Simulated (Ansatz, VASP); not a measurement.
**BaTiO3 in VASP and in Ansatz**

INCAR

```
SYSTEM = BaTiO3
PREC = Accurate ; ENCUT = 520
EDIFF = 1E-7 ; ISMEAR = 1
SIGMA = 0.0123 ; LREAL = .FALSE.
LASPH = .TRUE. ; NELM = 150
ALGO = Normal ; ISIF = 2
LWAVE = .FALSE. ; LCHARG = .FALSE.
ISPIN = 2 ; MAGMOM = 0 0 0 0 0 0 0 0 0 0
LORBIT = 11 ; LMAXMIX = 4
LDAU = .TRUE. ; LDAUTYPE = 1
LDAUL = -1 2 -1 ; LDAUU = 0 2.21 0
LDAUJ = 0 0.47 0 ; LDAUPRINT = 1
GGA = PE ; NBANDS = 55
```

The input KPOINTS:

```
Automatic mesh
0
G
  4 4 4
  0 0 0
```

POSCAR

```
BaTiO3
1.0
   -3.9912237600     -2.8353693600      2.8418713600
    0.0000000000      0.0000000000      5.6837427100
   -3.9912237600      2.8353693600      2.8418713600
Ba Ti O
2 2 6
Direct
    0.0000000000      0.0000000000      0.0000000000
    0.5000000000      0.5000000000      0.5000000000
    0.2500000000      0.2600000000      0.2500000000
    0.7500000000      0.7600000000      0.7500000000
    0.0000000000      0.4900000000      0.0000000000
    0.5000000000      0.9900000000      0.5000000000
    0.4970000000      0.4870000000      0.0030000000
    0.9970000000      0.9870000000      0.5030000000
    0.0030000000      0.4870000000      0.4970000000
    0.5030000000      0.9870000000      0.9970000000
```

Input for Ansatz:

```yaml
crystal:
  lattice:
    - [-3.99122376, -2.83536936, 2.84187136]
    - [0.0, 0.0, 5.68374271]
    - [-3.99122376, 2.83536936, 2.84187136]
  atoms:
    - { symbol: Ba, position: [0.0, 0.0, 0.0] }
    - { symbol: Ba, position: [0.5, 0.5, 0.5] }
    - { symbol: Ti, position: [0.25, 0.26, 0.25] }
    - { symbol: Ti, position: [0.75, 0.76, 0.75] }
    - { symbol: O, position: [0.0, 0.49, 0.0] }
    - { symbol: O, position: [0.5, 0.99, 0.5] }
    - { symbol: O, position: [0.497, 0.487, 0.003] }
    - { symbol: O, position: [0.997, 0.987, 0.503] }
    - { symbol: O, position: [0.003, 0.487, 0.497] }
    - { symbol: O, position: [0.503, 0.987, 0.997] }
kpoints:
  mp_grid: { grid: [4, 4, 4], shift: [0, 0, 0] }
  band_path:
    path:
      - [0.0, 0.0, 0.0]
      - [-0.5, -1.0, -0.5]
      - [-0.49885735, -1.0, -0.50114265]
      - [0.49885735, 0.0, -0.49885735]
      - [0.0, 0.0, 0.0]
      - [-0.5, 0.0, -0.5]
      - [-0.00114265, 0.0, -0.99885735]
      - [-0.99885735, -1.0, -1.00114265]
      - [-1.0, -1.0, -1.0]
      - [-0.5, -1.0, -0.5]
      - [0.0, 0.0, 0.0]
    npoints: 6
magnetization:
  spin_polarized: true
scf:
  occupations: { method: methfessel_paxton, width: 0.0123 }
  lower_state_search: "off"
  max_iter: 200
hamiltonian:
  pseudopotentials: { kind: paw }
  xc: pbe
  hubbard:
    projectors: all-electron-ortho-atomic
    sites: [{ species: Ti, l: d, u: 2.21, j: 0.47 }]
basis:
  ecutwfc: 420
  fft_grid_basis: typed
output:
  forces: true
  stress: true
  eigenvalues: true
  bader: true
  populations: true
  elf: true
  write_potential: true
  volumetric_format: npy
  dos:
    e_range: [-12, 8]
    de: 0.05
    projected: { site_lists: { Ba: [Ba], O: [O], Ti: [Ti] } }
checkpoint:
  read: saved_state
```

Alike in both runs: task single point; functional PBE; k mesh 4 × 4 × 4; occupations methfessel-paxton of order 1, width 0.0123 eV; collinear spin; Hubbard terms Ti d U = 2.21 eV, J = 0.47 eV.

```csv
,VASP,Ansatz
version,VASP 6.6.1,Ansatz 0.2.0
potentials or method,"VASP PAW PBE potentials, release 64 (Ba_sv, Ti_sv, O), cutoff 520 eV",PAW plane waves
valence electrons in the cell,80,80
```

```csv
,VASP,Ansatz,Ansatz less VASP
gap on the k mesh at the Fermi level (eV),2.14,2.18,+0.045
pressure (GPa),6.0,3.4,-2.66
"traceless stress, the component that is largest in VASP (GPa)",-0.29,-0.21,+0.084
rms of the force components (eV/Å),0.056,0.031,-0.0250
net moment per atom (μB),0.00,0.00,0.000
```

The programs project onto different local orbitals, so the same U acts differently, and such runs can settle in different states. Atom by atom the forces differ by 0.086 eV/Å (rms over components). Ansatz's warnings: no starting moments, stability check not made.

Spin-orbit coupling is off throughout.
